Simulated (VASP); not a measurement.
Input of a VASP 6.6.1 run:

INCAR

```
PREC     = Accurate       # precision mode
ENCUT    = 520            # plane-wave cutoff, eV
EDIFF    = 1E-7           # SCF threshold, eV
ISMEAR   = 0              # smearing method
SIGMA    = 0.1            # smearing width, eV
LREAL    = F              # projectors in reciprocal space
LASPH    = T              # aspherical terms in the spheres
NELM     = 80             # most SCF steps
ALGO     = Fast           # electronic algorithm
ISIF     = 2              # what is computed and relaxed
LWAVE    = F              # write WAVECAR
LCHARG   = F              # write CHGCAR
GGA      = PE             # functional
NBANDS   = 35             # bands
```

KPOINTS

```
regular mesh
0
Gamma
  6 6 2
```

File POSCAR:

```
AlIn3Sb2
1.0
    4.4227481600      0.0000000000      0.0000000000
   -2.2113740800      3.8302122600      0.0000000000
    0.0000000000      0.0000000000      8.8581143100
Al In Sb
1 3 2
Direct
    0.0000000000      0.0000000000      0.0000000000
    0.0000000000      0.0000000000      0.5000000000
    0.3333333300      0.6666666700      0.0000000000
    0.3333333300      0.6666666700      0.5000000000
    0.6666666700      0.3333333300      0.2376510100
    0.6666666700      0.3333333300      0.7623489900
```

Potentials or basis: VASP PAW PBE potentials, release 64 (Al, In_d, Sb).

The run is started by

```bash
$ cat potpaw_PBE.64/Al/POTCAR potpaw_PBE.64/In_d/POTCAR potpaw_PBE.64/Sb/POTCAR > POTCAR
$ mpirun -np 1 vasp_std > vasp.out
```

Task: Estimate the pressure.

Result: 9.2 GPa.

Task: What does it give for the largest force?

Result: 0.273 eV/Å.

Task: What does it give for the band gap on the k mesh?

Result: Zero (bands 26 and 27 overlap by 1.93 eV).

Forces on the atoms (eV/Å):
```
Al   0.000  0.000  0.000
In   0.000  0.000  0.000
In   0.000  0.000  0.000
In   0.000  0.000  0.000
Sb   0.000  0.000 -0.273
Sb   0.000  0.000  0.273
```

Caveat: the cell stands under pressure; spin-orbit coupling is left out, which moves the levels of the heavy elements.
